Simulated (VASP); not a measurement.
A run of VASP 6.6.1:

The input POSCAR:

```
Hf
1.0
   -1.7598750000      1.7598750000      1.7147500000
    1.7598750000     -1.7598750000      1.7147500000
    1.7598750000      1.7598750000     -1.7147500000
Hf
1
Direct
    0.0000000000      0.0000000000      0.0000000000
```

INCAR.step1

```
SYSTEM = Hf
PREC     = Accurate       ! precision mode
ENCUT    = 520            ! plane-wave cutoff, eV
ISMEAR   = 0              ! smearing method
SIGMA    = 0.15           ! smearing width, eV
LREAL    = .False.        ! projectors in reciprocal space
LASPH    = .True.         ! aspherical terms in the spheres
NELM     = 60             ! most SCF steps
NBANDS   = 11             ! bands
GGA      = PE             ! functional
ALGO     = Normal         ! electronic algorithm
EDIFF    = 1E-4           ! SCF threshold, eV
LWAVE    = .True.         ! write WAVECAR
LCHARG   = .False.        ! write CHGCAR
```

INCAR.step2

```
SYSTEM = Hf
PREC     = Accurate       ! precision mode
ENCUT    = 520            ! plane-wave cutoff, eV
EDIFF    = 1E-6           ! SCF threshold, eV
ISMEAR   = 0              ! smearing method
SIGMA    = 0.15           ! smearing width, eV
LREAL    = .False.        ! projectors in reciprocal space
LASPH    = .True.         ! aspherical terms in the spheres
NELM     = 60             ! most SCF steps
ALGO     = Normal         ! electronic algorithm
ISIF     = 2              ! what is computed and relaxed
LWAVE    = .False.        ! write WAVECAR
LCHARG   = .True.         ! write CHGCAR
METAGGA  = R2SCAN         ! meta-GGA
LMIXTAU  = .True.       
LELF     = .True.         ! ELF
LVHAR    = .True.       
NBANDS   = 11             ! bands
ISTART   = 1
```

File KPOINTS:

```
regular mesh
0
Gamma
  18 18 18
  0 0 0
```

Potentials or basis: VASP PAW PBE potentials, release 64 (Hf_pv).

The run is started by

```console
$ cat potpaw_PBE.64/Hf_pv/POTCAR > POTCAR
$ cp INCAR.step1 INCAR
$ mpirun -np 1 vasp_std > vasp.out
$ cp INCAR.step2 INCAR
$ mpirun -np 1 vasp_std > vasp.out
```

Hardware: 1 thread of Intel Xeon 8259CL (shared host).

Question: How long does it take, and how much memory?

Answer: Run time: 5.6 min on 1 thread of Intel Xeon 8259CL, with other jobs on the host, peak memory 0.24 GiB. Counts: k points 480.
